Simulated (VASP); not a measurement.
WC (WC type), 2 atoms in the cell. Symmetry: P-6m2, No. 187, hexagonal system. Conventional cell: a = 2.922 Å, b = 2.922 Å, c = 2.846 Å, α = 90.00°, β = 90.00°, γ = 120.00°. Within 2.9 Å of W (site symmetry -6m2) lie 6 C at 2.21 Å and 2 W at 2.85 Å. C (site symmetry -6m2) has 6 W at 2.21 Å and 2 C at 2.85 Å within 2.9 Å. 

| Quantity | Value |
| --- | --- |
| Program | VASP 6.6.1 |
| Task | density of states |
| Functional | PBE |
| Potentials or basis | VASP PAW PBE potentials, release 64 (W_sv, C) |
| Cutoff | 520 eV |
| k mesh | 17 × 17 × 15 |
| Occupations | fermi-dirac, width 0.1 eV |
| Spin | no spin polarisation |
| Dipole correction | no |
| k mesh for the DOS | 26 × 26 × 23 |
| Occupations for the DOS | tetrahedron |
| Further INCAR settings | ALGO = Normal; EDIFF = 1e-06 |

Potentials or basis: VASP PAW PBE potentials, release 64 (W_sv, C).

The run is started by

```console
$ cat potpaw_PBE.64/W_sv/POTCAR potpaw_PBE.64/C/POTCAR > POTCAR
$ cp INCAR.step1 INCAR
$ cp KPOINTS.step1 KPOINTS
$ mpirun -np 1 vasp_std > vasp.out
$ cp INCAR.step2 INCAR
$ cp KPOINTS.step2 KPOINTS
$ mpirun -np 1 vasp_std > vasp.out
```

Hardware: 1 thread of Intel Xeon 8259CL, with other jobs on the host.

Task: Estimate the wall time of this run.

Result: Wall time 3.4 min on 1 thread of Intel Xeon 8259CL, with other jobs on the host, peak memory 0.38 GiB. Counts: k points 840.
